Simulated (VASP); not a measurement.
# ZnSn4N (P-6m2) in VASP: notebook, part 2 of 2

VASP 6.6.1. Earlier steps stand in the parts before.

## Step 3: Single point, PBE

This run uses another cell than the first one, of 22.16 Å³/atom.

Contents of INCAR:

```
SYSTEM = ZnSn4N
  ALGO = Normal
  EDIFF = 1E-7
  ENCUT = 520
  GGA = PE
  ISIF = 2
  ISMEAR = 0
  LASPH = .TRUE.
  LCHARG = .FALSE.
  LREAL = .FALSE.
  LWAVE = .FALSE.
  NBANDS = 46
  NELM = 80
  PREC = Accurate
  SIGMA = 0.1
```

Contents of KPOINTS:

```
k-points
0
G
  6 6 2
  0 0 0
```

Contents of POSCAR:

```
ZnSn4N
1.0
    3.4815221664     -0.0000000030      0.0000000000
   -1.7407610806      3.0150866415      0.0000000000
    0.0000000000      0.0000000000     12.6680943673
Zn Sn N
1 4 1
Direct
    0.6666666667      0.3333333333      0.0000000000
    0.3333333333      0.6666666667      0.6194970261
    0.0000000000      0.0000000000      0.8404188856
    0.0000000000      0.0000000000      0.1595811144
    0.3333333333      0.6666666667      0.3805029739
    0.6666666667      0.3333333333      0.5000000000
```

Potentials or basis: VASP PAW PBE potentials, release 64 (Zn, Sn_d, N).

Command:

```sh
> cat potpaw_PBE.64/Zn/POTCAR potpaw_PBE.64/Sn_d/POTCAR potpaw_PBE.64/N/POTCAR > POTCAR
> mpirun -np 1 vasp_std > vasp.out
```

OUTCAR:

```text
SYSTEM = ZnSn4N
   EDIFF = 1E-7
   ENCUT = 520
   GGA = PE
   ISIF = 2
   ISMEAR = 0
   LASPH = .TRUE.
   LREAL = .FALSE.
   NELM = 80
   PREC = Accurate

 ion  position               nearest neighbor table
   1  0.667  0.333  0.000-   3 2.85   4 2.85   3 2.85   4 2.85   3 2.85   4 2.85
   2  0.333  0.667  0.619-   6 2.52   6 2.52   6 2.52   5 3.03   3 3.45   3 3.45   3 3.45
   3  0.000  0.000  0.840-   1 2.85   1 2.85   1 2.85   2 3.45   2 3.45   2 3.45
   4  0.000  0.000  0.160-   1 2.85   1 2.85   1 2.85   5 3.45   5 3.45   5 3.45
   5  0.333  0.667  0.381-   6 2.52   6 2.52   6 2.52   2 3.03   4 3.45   4 3.45   4 3.45
   6  0.667  0.333  0.500-   2 2.52   5 2.52   2 2.52   5 2.52   2 2.52   5 2.52

  LATTYP: Found a hexagonal cell.
 ALAT       =     3.4815221664
 C/A-ratio  =     3.6386654348

  Lattice vectors:

 A1 = (   3.4815221664,  -0.0000000030,   0.0000000000)
 A2 = (  -1.7407610806,   3.0150866415,   0.0000000000)
 A3 = (   0.0000000000,   0.0000000000,  12.6680943673)

Analysis of symmetry for initial positions (statically):
[... 173 lines left out ...]
 val. band max:        7.0931617161   @ k =   0.3333   0.1667   0.5000
 cond. band min:       7.2005735581   @ k =   0.3333   0.3333   0.5000
 fundamental gap:      0.1074118420
 Fermi energy:         7.1918581334

 k-point     1 :       0.0000    0.0000    0.0000
  band No.  band energies     occupation
      1     -14.5938      2.00000
      2     -14.4781      2.00000
      3     -14.4781      2.00000
      4     -14.4656      2.00000
      5     -14.4656      2.00000
      6     -14.4435      2.00000
[... 675 lines left out ...]
     45      11.2105      0.00000
     46      11.3023      0.00000

------------------------ aborting loop because EDIFF is reached ----------------------------------------

  FORCE on cell =-STRESS in cart. coord.  units (eV):
  Direction    XX          YY          ZZ          XY          YZ          ZX
  --------------------------------------------------------------------------------------
  -------------------------------------------------------------------------------------
  Total        0.0429218      0.0429218      0.0258627      0.0000000      0.0000000      0.0000000
  in kB        0.5171404      0.5171404      0.3116048      0.0000000      0.0000000      0.0000000
  external PRESSURE =       0.4486285 kB  Pullay stress =       0.0000000 kB

 VOLUME and BASIS-vectors are now :
 -----------------------------------------------------------------------------
  energy-cutoff  :      520.00
  volume of cell :      132.98
      direct lattice vectors                 reciprocal lattice vectors
     3.481522166 -0.000000003  0.000000000     0.287230686  0.165832714  0.000000000
    -1.740761081  3.015086641  0.000000000     0.000000000  0.331665428  0.000000000
     0.000000000  0.000000000 12.668094367     0.000000000  0.000000000  0.078938471

 POSITION                                       TOTAL-FORCE (eV/Angst)
 -----------------------------------------------------------------------------------
      1.74076      1.00503      0.00000        -0.000000      0.000000      0.000000
      0.00000      2.01006      7.84785         0.000000     -0.000000      0.045014
      0.00000      0.00000     10.64651        -0.000000     -0.000000     -0.004595
      0.00000      0.00000      2.02159        -0.000000      0.000000      0.004595
      0.00000      2.01006      4.82025         0.000000     -0.000000     -0.045014
      1.74076      1.00503      6.33405         0.000000     -0.000000      0.000000
 -----------------------------------------------------------------------------------
    total drift:                               -0.000003      0.000002     -0.000000

  FREE ENERGIE OF THE ION-ELECTRON SYSTEM (eV)
  ---------------------------------------------------
  free  energy   TOTEN  =       -22.8147628495 eV

  energy  without entropy=      -22.8037769707  energy(sigma->0) =      -22.80926991
```

OSZICAR:

```text
N       E                     dE             d eps       ncg     rms          rms(c)
DAV:   1     0.785032515065E+03    0.78503E+03   -0.35344E+04  1336   0.249E+03
DAV:   2     0.108363064042E+03   -0.67667E+03   -0.66130E+03  1288   0.656E+02
DAV:   3    -0.155829956317E+02   -0.12395E+03   -0.12051E+03  1420   0.221E+02
DAV:   4    -0.248645479645E+02   -0.92816E+01   -0.90833E+01  1546   0.601E+01
DAV:   5    -0.251109278335E+02   -0.24638E+00   -0.24613E+00  1452   0.106E+01    0.929E+00
DAV:   6    -0.239991263020E+02    0.11118E+01   -0.23423E+01  2016   0.376E+01    0.852E+00
DAV:   7    -0.227793984473E+02    0.12197E+01   -0.67253E+00  1632   0.115E+01    0.292E+00
DAV:   8    -0.228245638438E+02   -0.45165E-01   -0.99704E-01  1382   0.413E+00    0.146E+00
DAV:   9    -0.228156775369E+02    0.88863E-02   -0.55657E-02  1744   0.191E+00    0.348E-01
DAV:  10    -0.228145709123E+02    0.11066E-02   -0.99739E-03  1702   0.128E+00    0.180E-01
DAV:  11    -0.228147572124E+02   -0.18630E-03   -0.24039E-03  2020   0.380E-01    0.905E-02
DAV:  12    -0.228147651588E+02   -0.79464E-05   -0.39844E-04  1416   0.174E-01    0.167E-02
DAV:  13    -0.228147634951E+02    0.16637E-05   -0.47380E-05  1652   0.832E-02    0.112E-02
DAV:  14    -0.228147630239E+02    0.47128E-06   -0.12606E-05  1628   0.332E-02    0.399E-03
DAV:  15    -0.228147628291E+02    0.19472E-06   -0.24924E-06  1570   0.122E-02    0.173E-03
DAV:  16    -0.228147628495E+02   -0.20398E-07   -0.10419E-07   832   0.269E-03
   1 F= -.22814763E+02 E0= -.22809270E+02  d E =-.109859E-01
```

stdout:

```text
POSCAR found type information on POSCAR ZnSnN
 POSCAR found :  3 types and       6 ions
 scaLAPACK will be used
 LDA part: xc-table for (Slater+PW92), standard interpolation
 POSCAR, INCAR and KPOINTS ok, starting setup
 FFT: planning ... GRIDC
 FFT: planning ... GRID_SOFT
 FFT: planning ... GRID
 WAVECAR not read
 entering main loop
```

Run time: 2.9 min. Hardware: 1 thread of Intel Xeon 8259CL, shared host; peak memory 0.3 GiB.

What came out:

| Item | Value |
| --- | --- |
| Free energy | -22.8148 eV |
| Pressure | 0.0 GPa |
| Largest force | 0.045 eV/Å |
| Band gap on the k mesh | zero (an odd number of electrons rules out a gap without spin polarisation) |

Forces on the atoms (eV/Å):
```
Zn   0.000  0.000  0.000
Sn   0.000  0.000  0.045
Sn   0.000  0.000 -0.005
Sn   0.000  0.000  0.005
Sn   0.000  0.000 -0.045
N    0.000  0.000  0.000
```

Levels at points of the mesh, in eV from the Fermi level:
| k point | band 32 | band 33 | band 34 | band 35 | band 36 | band 37 | band 38 | band 39 | band 40 | band 41 |
| --- | --- | --- | --- | --- | --- | --- | --- | --- | --- | --- |
| (0.00, 0.00, 0.00) | -2.90 | -1.82 | -1.82 | 0.49 | 0.98 | 5.05 | 5.05 | 5.73 | 5.73 | 5.78 |
| (0.50, 0.00, 0.00) | -3.99 | -3.00 | -2.80 | -2.79 | -2.50 | 0.34 | 0.40 | 1.38 | 1.93 | 2.38 |
| (0.00, 0.00, 0.50) | -1.82 | -1.82 | -1.81 | -0.73 | 2.17 | 4.31 | 5.16 | 5.16 | 5.33 | 5.33 |
| (0.50, 0.00, 0.50) | -4.18 | -4.12 | -2.79 | -2.03 | -1.37 | -1.14 | 0.24 | 1.83 | 2.21 | 2.34 |

Caveat: spin-orbit coupling is left out, which moves the levels of the heavy elements.

## Step 4: Single point, PBE

This run uses another cell than the first one, of 22.50 Å³/atom.

Contents of INCAR:

```
SYSTEM = ZnSn4N
PREC = Accurate ; ENCUT = 520
EDIFF = 1E-6 ; ISMEAR = 0
SIGMA = 0.1 ; LREAL = .FALSE.
LASPH = .TRUE. ; NELM = 60
ALGO = Normal ; ISIF = 2
LWAVE = .FALSE. ; LCHARG = .FALSE.
GGA = PE ; NBANDS = 46
```

Contents of KPOINTS:

```
regular mesh
0
G
  12 12 4
  0 0 0
```

Contents of POSCAR:

```
ZnSn4N
1.0
    3.3030185373      0.0000000000      0.0000000000
   -1.6515092686      2.8604979624      0.0000000000
    0.0000000000      0.0000000000     14.2865635090
Zn Sn N
1 4 1
Direct
    0.6666666667      0.3333333333      0.0000000000
    0.3333333333      0.6666666667      0.6078169014
    0.0000000000      0.0000000000      0.8379297264
    0.0000000000      0.0000000000      0.1620702736
    0.3333333333      0.6666666667      0.3921830986
    0.6666666667      0.3333333333      0.5000000000
```

Potentials or basis: VASP PAW PBE potentials, release 64 (Zn, Sn_d, N).

Command:

```sh
> cat potpaw_PBE.64/Zn/POTCAR potpaw_PBE.64/Sn_d/POTCAR potpaw_PBE.64/N/POTCAR > POTCAR
> mpirun -np 1 vasp_std > vasp.out
```

OUTCAR:

```text
SYSTEM = ZnSn4N
   PREC = Accurate
   ENCUT = 520
   EDIFF = 1E-6
   ISMEAR = 0
   LREAL = .FALSE.
   LASPH = .TRUE.
   NELM = 60
   ISIF = 2
   GGA = PE

 ion  position               nearest neighbor table
   1  0.667  0.333  0.000-   3 3.00   4 3.00   3 3.00   4 3.00   3 3.00   4 3.00
   2  0.333  0.667  0.608-   6 2.45   6 2.45   6 2.45   5 3.08
   3  0.000  0.000  0.838-   1 3.00   1 3.00   1 3.00
   4  0.000  0.000  0.162-   1 3.00   1 3.00   1 3.00
   5  0.333  0.667  0.392-   6 2.45   6 2.45   6 2.45   2 3.08
   6  0.667  0.333  0.500-   2 2.45   5 2.45   2 2.45   5 2.45   2 2.45   5 2.45

[... 1383 lines left out ...]
  -------------------------------------------------------------------------------------
  Total       -0.0185016     -0.0185016      0.0548210     -0.0000000      0.0000000      0.0000000
  in kB       -0.2196034     -0.2196034      0.6506946     -0.0000000      0.0000000      0.0000000
  external PRESSURE =       0.0704959 kB  Pullay stress =       0.0000000 kB

 VOLUME and BASIS-vectors are now :
 -----------------------------------------------------------------------------
  energy-cutoff  :      520.00
  volume of cell :      134.98
      direct lattice vectors                 reciprocal lattice vectors
     3.303018537  0.000000000  0.000000000     0.302753372  0.174794741  0.000000000
    -1.651509269  2.860497962  0.000000000     0.000000000  0.349589482  0.000000000
     0.000000000  0.000000000 14.286563509     0.000000000  0.000000000  0.069995839

 POSITION                                       TOTAL-FORCE (eV/Angst)
 -----------------------------------------------------------------------------------
      1.65151      0.95350      0.00000        -0.000000     -0.000000      0.000000
     -0.00000      1.90700      8.68361         0.000000      0.000000      0.022639
      0.00000      0.00000     11.97114         0.000000     -0.000000     -0.007010
      0.00000      0.00000      2.31543         0.000000     -0.000000      0.007010
     -0.00000      1.90700      5.60295         0.000000     -0.000000     -0.022639
      1.65151      0.95350      7.14328         0.000000     -0.000000      0.000000
 -----------------------------------------------------------------------------------
    total drift:                               -0.000003      0.000002     -0.000000

  FREE ENERGIE OF THE ION-ELECTRON SYSTEM (eV)
  ---------------------------------------------------
  free  energy   TOTEN  =       -23.0480786593 eV

  energy  without entropy=      -23.0385834314  energy(sigma->0) =      -23.04333105
```

Run time: 9.7 min. Hardware: 1 thread of Intel Xeon 8259CL, shared host; peak memory 0.47 GiB.

What came out:

```yaml
Free_energy: -23.0481 eV
Pressure: 0.0 GPa
Largest_force: 0.023 eV/Å
Band_gap_on_the_k_mesh: zero (an odd number of electrons rules out a gap without spin polarisation)
```

Forces on the atoms (eV/Å):
```
Zn   0.000  0.000  0.000
Sn   0.000  0.000  0.023
Sn   0.000  0.000 -0.007
Sn   0.000  0.000  0.007
Sn   0.000  0.000 -0.023
N    0.000  0.000  0.000
```

Caveat: spin-orbit coupling is left out, which moves the levels of the heavy elements.

## Step 5: Relaxation of cell and atoms, PBE

Contents of INCAR:

```
PREC = Accurate
ENCUT = 600
EDIFF = 1E-6
ISMEAR = 0
SIGMA = 0.1
LREAL = F
LASPH = T
NELM = 100
ALGO = Normal
ISIF = 3
LWAVE = F
LCHARG = F
GGA = PE
IBRION = 2
NSW = 90
EDIFFG = -0.04
```

Contents of KPOINTS:

```
Automatic mesh
0
Gamma
  6 6 2
```

Contents of POSCAR:

```
ZnSn4N
1.0
    3.3245513500      0.0000000000      0.0000000000
   -1.6622756700      2.8791459200      0.0000000000
    0.0000000000      0.0000000000     13.2644084200
Zn Sn N
1 4 1
Direct
    0.6666666700      0.3333333300      0.0000000000
    0.3333333300      0.6666666700      0.6259580300
    0.0000000000      0.0000000000      0.8781179800
    0.0000000000      0.0000000000      0.1218820200
    0.3333333300      0.6666666700      0.3740419700
    0.6666666700      0.3333333300      0.5000000000
```

Command:

```sh
> cat potpaw_PBE.64/Zn/POTCAR potpaw_PBE.64/Sn_d/POTCAR potpaw_PBE.64/N/POTCAR > POTCAR
> mpirun -np 1 vasp_std > vasp.out
```

Run time: 57 min. Hardware: 1 thread of Intel Xeon 8259CL, shared host; peak memory 0.35 GiB.

Results (log left out):

- Free energy: -23.0054 eV
- Relaxed volume: 22.44 Å³/atom
- Relaxed cell: a = 3.260 Å, b = 3.260 Å, c = 14.633 Å, α = 90.00°, β = 90.00°, γ = 120.00°
- Space group after relaxing (to 0.1 Å): P-6m2 (No. 187)
- Energy gained by relaxing: 315.7 meV/atom
- Ionic steps: 29
- Pressure after relaxing: 0.2 GPa
- Largest force after relaxing: 0.020 eV/Å
- Band gap on the k mesh: zero (an odd number of electrons rules out a gap without spin polarisation)

Forces in eV/Å, atoms in the order of the input:
```
Zn   0.000  0.000  0.000
Sn   0.000  0.000 -0.020
Sn   0.000  0.000  0.004
Sn   0.000  0.000 -0.004
Sn   0.000  0.000  0.020
N    0.000  0.000  0.000
```

Stress tensor (GPa, compression positive):
```
0.13 0.00 0.00
0.00 0.13 0.00
0.00 0.00 0.28
```

The path:
```
step  energy change (eV)  largest force (eV/Å)  pressure (GPa)  volume (Å³)
   1              0.0000                3.2790            9.58       126.97
   2             -1.0992                1.3288           -3.95       151.61
   3             -1.1081                1.3436           -3.07       148.85
   4             -1.4260                0.8202           -1.05       143.44
   5             -1.4634                0.7827            0.39       140.81
   6             -1.5539                0.5226           -0.22       140.12
   7             -1.6193                0.5188           -0.82       139.06
   8             -1.6301                0.4959           -0.98       138.60
   9             -1.6557                0.3773           -1.20       137.68
  10             -1.7069                0.1648           -1.06       135.79
  11             -1.7294                0.4309            1.87       128.22
  12             -1.7462                0.2511            0.59       131.14
  13             -1.8079                0.5525            0.01       132.43
  14             -1.7076                0.9785           -0.50       135.55
  15             -1.8406                0.6312           -0.30       133.39
  16             -1.8652                0.3580            0.04       133.50
  17             -1.8732                0.1933            0.43       133.57
  18             -1.8734                0.1896            0.45       133.59
  19             -1.8814                0.1670            0.22       134.43
  20             -1.8840                0.1452           -0.04       135.27
  21             -1.8864                0.1306           -0.15       135.38
  22             -1.8898                0.0939           -0.38       135.68
  23             -1.8917                0.0749           -0.16       135.26
  24             -1.8928                0.0561            0.03       134.88
  25             -1.8927                0.0375            0.42       134.12
  26             -1.8931                0.0417            0.17       134.56
  27             -1.8931                0.0366            0.23       134.52
  28             -1.8936                0.0235            0.20       134.58
  29             -1.8941                0.0200            0.18       134.66
```

Final structure:
```xyz
6
Lattice="3.2598 0.0000 0.0000 -1.6299 2.8231 0.0000 0.0000 0.0000 14.6332" Properties=species:S:1:pos:R:3 pbc="T T T"
Zn    1.6299    0.9410    0.0000
Sn    0.0000    1.8820    8.8656
Sn    3.2598    0.0000   12.1773
Sn    0.0000    0.0000    2.4559
Sn    0.0000    1.8820    5.7676
N     1.6299    0.9410    7.3166
```

Levels at points of the mesh, in eV from the Fermi level:
```tsv
k point	band 33	band 34	band 35	band 36	band 37	band 38	band 39	band 40
(0.00, 0.00, 0.00)	-1.60	-1.60	-1.05	-0.21	2.82	4.60	7.19	7.19
(0.50, 0.00, 0.00)	-3.74	-2.75	-2.68	-2.11	-0.61	0.05	0.25	1.37
(0.00, 0.00, 0.50)	-2.45	-1.60	-1.60	1.02	1.80	5.94	6.52	7.23
(0.50, 0.00, 0.50)	-4.12	-2.68	-2.54	-1.49	-1.44	-0.42	0.99	1.55
```

Caveat: the k points lie up to 0.37 Å⁻¹ apart in the final cell, too coarse for converged energies and pressures of a metal; spin-orbit coupling is left out, which moves the levels of the heavy elements.

## Step 6: Overview

| task | cell | k mesh | cutoff (eV) | gap on the mesh (eV) | pressure (GPa) | largest force (eV/Å) |
| --- | --- | --- | --- | --- | --- | --- |
| single point | a = 3.325, b = 3.325, c = 13.264 Å, angles 90.0, 90.0, 120.0°, 6 atoms, atomic positions A | 6 × 6 × 2 | 520 | none | 9.6 | 3.28 |
| single point | a = 3.482, b = 3.482, c = 12.668 Å, angles 90.0, 90.0, 120.0°, 6 atoms, atomic positions B | 6 × 6 × 2 | 520 | none | 0.0 | 0.05 |
| single point | a = 3.303, b = 3.303, c = 14.287 Å, angles 90.0, 90.0, 120.0°, 6 atoms, atomic positions C | 12 × 12 × 4 | 520 | none | 0.0 | 0.02 |
| relaxation of cell and atoms | relaxed from a = 3.325, b = 3.325, c = 13.264 Å, angles 90.0, 90.0, 120.0°, 6 atoms, atomic positions A | 6 × 6 × 2 | 600 | none | 0.2 | 0.02 |

Alike in all rows: level PBE; potentials or basis VASP PAW PBE potentials, release 64 (Zn, Sn_d, N); no spin polarisation; smearing gaussian 0.1 eV.

Caveats: some runs use coarse meshes; spin-orbit coupling is left out, which moves the levels of the heavy elements; forces of over 1 eV/Å act on the atoms, so gaps and moduli don't describe the material at rest (at least some runs).

Total energies depend on the potentials used, so only differences within one code and one set of settings carry meaning.

The gap in the log of VASP goes by the Fermi energy; the results here count the filled bands.